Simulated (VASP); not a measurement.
A run of VASP 6.6.1 is set up as follows.

File INCAR:

```
ALGO = Fast
EDIFF = 1E-6
ENCUT = 520
GGA = PE
ISIF = 2
ISMEAR = 0
LASPH = T
LCHARG = F
LREAL = F
LWAVE = F
NBANDS = 18
NELM = 60
PREC = Accurate
SIGMA = 0.1
```

Contents of KPOINTS:

```
k-points
0
Gamma
  8 8 6
```

Contents of POSCAR:

```
Cu
1.0
    1.1885236452     -3.4602967876      0.0000000000
    1.1885236452      3.4602967876      0.0000000000
   -0.1009342749      0.0000000000      2.8616779043
Cu
2
Direct
    0.8690000000      0.1310000000      0.2500000000
    0.1310000000      0.8690000000      0.7500000000
```

Potentials or basis: VASP PAW PBE potentials, release 64 (Cu).

Run with:

```sh
$ cat potpaw_PBE.64/Cu/POTCAR > POTCAR
$ mpirun -np 1 vasp_std > vasp.out
```

**Question.** Estimate the largest force.

**Answer.** 0.659 eV/Å.

**Question.** What does it give for the band gap on the k mesh?

**Answer.** Zero (bands 11 and 12 overlap by 4.43 eV).

Forces in eV/Å, atoms in the order of the input:
```
Cu   0.000  0.659  0.000
Cu   0.000 -0.659  0.000
```

Caveat: the k points lie up to 0.37 Å⁻¹ apart, too coarse for converged energies and pressures of a metal.
